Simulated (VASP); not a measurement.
Runs of VASP 6.6.1 on Pd2PtSe6. The structure is that of space group P-3m1 (No. 164), or close to it. The cells are those of the table. 

```tsv
cell	k mesh	smearing	gap on the mesh (eV)	pressure (GPa)	largest force (eV/Å)
a = 3.795, b = 3.795, c = 15.160 Å, angles 90.0, 90.0, 120.0°, 9 atoms	6 × 6 × 2	gaussian 0.2 eV	none	0.0	0.01
a = 3.797, b = 3.797, c = 15.187 Å, angles 90.0, 90.0, 120.0°, 9 atoms	12 × 12 × 4	gaussian 0.1 eV	none	0.0	0.01
a = 3.797, b = 3.797, c = 15.187 Å, angles 90.0, 90.0, 120.0°, 9 atoms	6 × 6 × 2	gaussian 0.2 eV	none	0.0	0.04
a = 3.797, b = 3.797, c = 15.187 Å, angles 90.0, 90.0, 120.0°, 9 atoms	6 × 6 × 1	gaussian 0.1 eV	none	0.1	(a)
```

Alike in all rows: task single point; level PBE; potentials or basis VASP PAW PBE potentials, release 64 (Pd, Pt, Se); no spin polarisation; cutoff (eV) 520.

Task: Estimate the missing entries.

Result: (a) 0.03.

Caveats: some runs use coarse meshes; spin-orbit coupling is left out, which moves the levels of the heavy elements.

A k mesh can miss the band edges, and the runs leave out spin-orbit coupling on Pd, Pt, Se.

A gap of «none» marks levels without a gap at the run's occupations.
